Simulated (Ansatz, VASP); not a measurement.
## Be: VASP beside Ansatz

```
Be
1.0
     2.26955    0.00000    0.00000
    -1.13478    1.96549    0.00000
     0.00000    0.00000    3.58761
Be
2
Direct
  0.28627 0.66667 0.25000
  0.71373 0.33333 0.75000
```

Change from the starting cell: mode 4 frozen in at -0.104 Å, equal normal strain along x, y and z +0.0250.

Alike in both runs: task single point; functional PBE; dispersion D3(BJ); k mesh 24 × 24 × 12; occupations gaussian, width 0.15 eV; no spin polarisation.

|  | VASP | Ansatz |
| --- | --- | --- |
| version | VASP 6.6.1 | Ansatz 0.2.0 |
| potentials or method | VASP PAW PBE potentials, release 64 (Be), cutoff 520 eV | scalar-relativistic, plane waves, PAW |
| valence electrons in the cell | 4 | 4 |

```csv
,VASP,Ansatz,Ansatz less VASP
gap on the k mesh at the Fermi level (eV),none,none,-
pressure (GPa),-7.8,-7.9,-0.15
"traceless stress, the component that is largest in VASP (GPa)",4.86,4.84,-0.024
rms of the force components (eV/Å),0.422,0.422,-0.0001
```

Atom by atom the forces differ by 0.000 eV/Å (rms over components). A gap of «none» marks a metal or a gap that the smearing closes.
